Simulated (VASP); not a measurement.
# Mg (I4/mmm) in VASP: a series of runs

Runs on Mg. Level: PBEsol. Tasks: single point.

Everything below comes from runs of VASP 6.6.1. Logs are shortened: lines on timing, memory, paths and dates and some standing lists are left out, and cuts for length are marked.

## (1) The cell of the first run

The structure is tetragonal, space group I4/mmm (No. 139). Conventional cell: a = 3.729 Å, b = 3.729 Å, c = 2.989 Å, α = 90.00°, β = 90.00°, γ = 90.00°. Within 3.9 Å of Mg (site symmetry 4/mmm) lie 14 Mg at 2.99 to 3.73 Å.

## (2) Single point, PBEsol

Contents of INCAR:

```
SYSTEM = Mg
  ALGO = Normal
  EDIFF = 1E-6
  ENCUT = 520
  GGA = PS
  ISIF = 2
  ISMEAR = 0
  LASPH = .True.
  LCHARG = .False.
  LREAL = .False.
  LWAVE = .False.
  NBANDS = 7
  NELM = 100
  PREC = Accurate
  SIGMA = 0.15
```

Contents of KPOINTS:

```
k-points
0
Gamma
  18 18 18
  0 0 0
```

Contents of POSCAR:

```
Mg
1.0
   -1.8644500000      1.8644500000      1.4943000000
    1.8644500000     -1.8644500000      1.4943000000
    1.8644500000      1.8644500000     -1.4943000000
Mg
1
Direct
    0.0000000000      0.0000000000      0.0000000000
```

Potentials or basis: VASP PAW PBE potentials, release 64 (Mg).

Run with:

```bash
> cat potpaw_PBE.64/Mg/POTCAR > POTCAR
> mpirun -np 1 vasp_std > vasp.out
```

OUTCAR:

```text
SYSTEM = Mg
   EDIFF = 1E-6
   ENCUT = 520
   GGA = PS
   ISIF = 2
   ISMEAR = 0
   LASPH = .True.
   LREAL = .False.
   NELM = 100
   PREC = Accurate

 ion  position               nearest neighbor table
   1  0.000  0.000  0.000-

  LATTYP: Found a body centered tetragonal cell.
 ALAT       =     3.7289000000
 C/A-ratio  =     0.8014696023

  Lattice vectors:

 A1 = (  -1.8644500000,   1.8644500000,   1.4943000000)
 A2 = (   1.8644500000,  -1.8644500000,   1.4943000000)
 A3 = (   1.8644500000,   1.8644500000,  -1.4943000000)

Analysis of symmetry for initial positions (statically):
=====================================================================
 Subroutine PRICEL returns:
 Original cell was already a primitive cell.

 Routine SETGRP: Setting up the symmetry group for a
 body centered tetragonal supercell.

 Subroutine GETGRP returns: Found 16 space group operations
 (whereof 16 operations were pure point group operations)
 out of a pool of 16 trial point group operations.

The static configuration has the point symmetry D_4h.

Analysis of symmetry for dynamics (positions and initial velocities):
=====================================================================
 Subroutine PRICEL returns:
 Original cell was already a primitive cell.

 Routine SETGRP: Setting up the symmetry group for a
 body centered tetragonal supercell.

 Subroutine GETGRP returns: Found 16 space group operations
 (whereof 16 operations were pure point group operations)
 out of a pool of 16 trial point group operations.

The dynamic configuration has the point symmetry D_4h.

 Subroutine INISYM returns: Found 16 space group operations
 (whereof 16 operations are pure point group operations),
 and found     1 'primitive' translations

----------------------------------------------------------------------------------------

                                     Primitive cell

  volume of cell :      20.7778

  direct lattice vectors                    reciprocal lattice vectors
    -1.864450000  1.864450000  1.494300000     0.000000000  0.268175601  0.334604832
     1.864450000 -1.864450000  1.494300000     0.268175601  0.000000000  0.334604832
     1.864450000  1.864450000 -1.494300000     0.268175601  0.268175601  0.000000000

  length of vectors
     3.030722702  3.030722702  3.030722702     0.428810619  0.428810619  0.379257573

  position of ions in fractional coordinates (direct lattice)
[... 77 lines left out ...]
   EDIFF  = 0.1E-05   stopping-criterion for ELM
   LREAL  =      F    real-space projection
   EDIFFG = 0.1E-04   stopping-criterion for IOM
   NSW    =      0    number of steps for IOM
   IBRION =     -1    ionic relax: 0-MD 1-quasi-New 2-CG
   NFREE  =      0    steps in history (QN), initial steepest desc. (CG)
   ISIF   =      2    stress and relaxation
   ISYM   =      2    0-nonsym 1-usesym 2-fastsym
   POTIM  = 0.5000    time-step for ionic-motion
   TEBEG  =    0.0;   TEEND  =   0.0 temperature during run
   PSTRESS=    0.0 pullay stress
   NELECT =       2.0000    total number of electrons
   NUPDOWN=      -1.0000    fix difference up-down
   EMIN   =  10.00;   EMAX   =-10.00  energy-range for DOS
   EFERMI =   0.00;   METHOD = LEGACY
   ISMEAR =     0;   SIGMA  =   0.15  broadening in eV -4-tet -1-fermi 0-gaus
   EFERMI_NEDOS =   21; number of points for ismear=-14 and -15
   IALGO  =     38    algorithm
   IMIX   =      4    mixing-type and parameters
     AMIX     =   0.40;   BMIX     =  1.00
     AMIX_MAG =   1.60;   BMIX_MAG =  1.00
  volume/ion in A,a.u.               =      20.78       140.22
  Fermi-wavevector in a.u.,A,eV,Ry     =   0.750271  1.417807  7.658818  0.562907
  Thomas-Fermi vector in A             =   1.846984
   LORBIT       =      0    0 simple, 1 ext, 2 COOP (PROOUT), +10 PAW based schemes
   GGA     = PS    functional components
   LHFCALC =     F    Hartree Fock is set to
   AEXX    =    0.0000 exact exchange contribution
   IVDW    =     0    specifies the selected vdW correction
   LEPSILON=     F    determine dielectric tensor
   LRPA    =     F    only Hartree local field effects (RPA)
 non-spin polarized calculation
 Gauss-broadening in eV      SIGMA  =   0.15
  energy-cutoff  :      520.00
  volume of cell :       20.78
 maximum number of plane-waves:       576
   NGX = 11   NGY = 11   NGZ = 11

 number of electron       2.0000000 magnetization

 Free energy of the ion-electron system (eV)
  ---------------------------------------------------
  ext. energy  EPLUGINS =         0.00000000
  ---------------------------------------------------
  free energy    TOTEN  =        -1.64666708 eV

  energy without entropy =       -1.64129985  energy(sigma->0) =       -1.64398347

 E-fermi :   3.1037     XC(G=0):  -8.8495

 val. band max:        3.1011684457   @ k =   0.3333   0.2778   0.0556
 cond. band min:       3.1088056092   @ k =  -0.2778  -0.3889   0.2222
 fundamental gap:      0.0076371636
 Fermi energy:         3.1037367111

 k-point     1 :       0.0000    0.0000    0.0000
  band No.  band energies     occupation
      1      -4.2409      2.00000
      2      13.9715      0.00000
      3      16.4697      0.00000
      4      16.5092      0.00000
      5      16.5092      0.00000
      6      19.1604      0.00000
      7      19.1604      0.00000
[... 221 lines left out ...]
 k-point    24 :      -0.2222    0.0556    0.0000
  band No.  band energies     occupation
      1      -3.2076      2.00000
      2      11.0608      0.00000
      3      12.5997      0.00000
      4      14.4549      0.00000
      5      16.0190      0.00000
      6      18.7692      0.00000
      7      20.2567      0.00000

 [... further k-points ...]

------------------------ aborting loop because EDIFF is reached ----------------------------------------

  FORCE on cell =-STRESS in cart. coord.  units (eV):
  Direction    XX          YY          ZZ          XY          YZ          ZX
  --------------------------------------------------------------------------------------
  -------------------------------------------------------------------------------------
  Total        0.3347787      0.3347787      1.0637319      0.0000000      0.0000000      0.0000000
  in kB       25.8148213     25.8148213     82.0244805      0.0000000      0.0000000      0.0000000
  external PRESSURE =      44.5513744 kB  Pullay stress =       0.0000000 kB

 VOLUME and BASIS-vectors are now :
 -----------------------------------------------------------------------------
  energy-cutoff  :      520.00
  volume of cell :       20.78
      direct lattice vectors                 reciprocal lattice vectors
    -1.864450000  1.864450000  1.494300000     0.000000000  0.268175601  0.334604832
     1.864450000 -1.864450000  1.494300000     0.268175601  0.000000000  0.334604832
     1.864450000  1.864450000 -1.494300000     0.268175601  0.268175601  0.000000000

 POSITION                                       TOTAL-FORCE (eV/Angst)
 -----------------------------------------------------------------------------------
      0.00000      0.00000      0.00000         0.000000      0.000000     -0.000000
 -----------------------------------------------------------------------------------
    total drift:                                0.000000      0.000000      0.000000

  FREE ENERGIE OF THE ION-ELECTRON SYSTEM (eV)
  ---------------------------------------------------
  free  energy   TOTEN  =        -1.6466670846 eV

  energy  without entropy=       -1.6412998515  energy(sigma->0) =       -1.64398347
```

OSZICAR:

```text
N       E                     dE             d eps       ncg     rms          rms(c)
DAV:   1    -0.925681326612E+00   -0.92568E+00   -0.78339E+02  7350   0.193E+02
DAV:   2    -0.165452446477E+01   -0.72884E+00   -0.70048E+00  8939   0.118E+01
DAV:   3    -0.165707754862E+01   -0.25531E-02   -0.25516E-02  8568   0.797E-01
DAV:   4    -0.165708239603E+01   -0.48474E-05   -0.48471E-05  9569   0.252E-02
DAV:   5    -0.165708241530E+01   -0.19271E-07   -0.19252E-07  8547   0.108E-03    0.657E-01
DAV:   6    -0.165140518692E+01    0.56772E-02   -0.27283E-04  7658   0.848E-02    0.418E-01
DAV:   7    -0.164666744474E+01    0.47377E-02   -0.10599E-03  7413   0.154E-01    0.214E-02
DAV:   8    -0.164666702913E+01    0.41562E-06   -0.10094E-05  9821   0.179E-02    0.446E-03
DAV:   9    -0.164666708457E+01   -0.55443E-07   -0.40455E-07  7231   0.276E-03
   1 F= -.16466671E+01 E0= -.16439835E+01  d E =-.536723E-02
```

Run time: 24 s. Hardware: 1 thread of AMD EPYC 9R45 (Zen 5), shared host; peak memory 0.16 GiB.

What came out:

```
Free energy            : -1.6467 eV
Pressure               : 4.5 GPa
Band gap on the k mesh : zero (bands 1 and 2 overlap by 4.58 eV)
```

Levels at points of the mesh, in eV from the Fermi level:
| k point | band 1 | band 2 | band 3 | band 4 |
| --- | --- | --- | --- | --- |
| (0.00, 0.00, 0.00) | -7.34 | 10.87 | 13.37 | 13.41 |
| (0.50, 0.00, 0.00) | -1.10 | -0.13 | 7.94 | 9.20 |
| (0.50, 0.50, 0.00) | -2.22 | -1.90 | 12.45 | 13.23 |
| (0.50, 0.50, 0.50) | 2.51 | 2.51 | 3.03 | 3.83 |

Caveat: the stress differs along the axes, from 3 to 8 GPa; the PAW data sets were made with another functional, which shifts forces and pressure a little.

(Part 1 of 3 ends here.)

The gap in the log of VASP goes by the Fermi energy; the results here count the filled bands.